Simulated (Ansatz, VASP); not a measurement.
## Two plane-wave programs on Be3AgS4

```
Be Ag S
1.0
    -3.20349    3.20349    3.20349
     3.20349   -3.20349    3.20349
     3.20349    3.20349   -3.20349
Be Ag S
3 1 4
Direct
  0.00000 0.50000 0.50000
  0.50000 0.00000 0.50000
  0.50000 0.50000 0.00000
  0.00000 0.00000 0.00000
  0.50000 0.50000 0.50000
  0.00000 0.00000 0.50000
  0.00000 0.50000 0.00000
  0.50000 0.00000 0.00000
```

Alike in both runs: task relaxation of cell and atoms; functional PBE; k mesh 4 × 4 × 4; occupations gaussian, width 0.1 eV; no spin polarisation.

|  | VASP | Ansatz |
| --- | --- | --- |
| version | VASP 6.6.1 | Ansatz 0.2.0 |
| potentials or method | VASP PAW PBE potentials, release 64 (Be, Ag, S), cutoff 600 eV | scalar-relativistic, plane waves, PAW |
| valence electrons in the cell | 41 | 49 |

|  | VASP | Ansatz | Ansatz less VASP |
| --- | --- | --- | --- |
| gap on the k mesh at the Fermi level, each at its own relaxed structure (eV) | none | none | - |
| relaxed volume (Å³/atom) | 14.36 | 14.40 | +0.041 |
| relaxed cell length with the largest relative difference (Å) | 5.305 | 5.310 | +0.0051 |

A gap of «none» marks a metal or a gap that the smearing closes. VASP's potentials hold 41 valence electrons a cell and Ansatz's 49, so a difference there can come from the potentials and not from the codes.
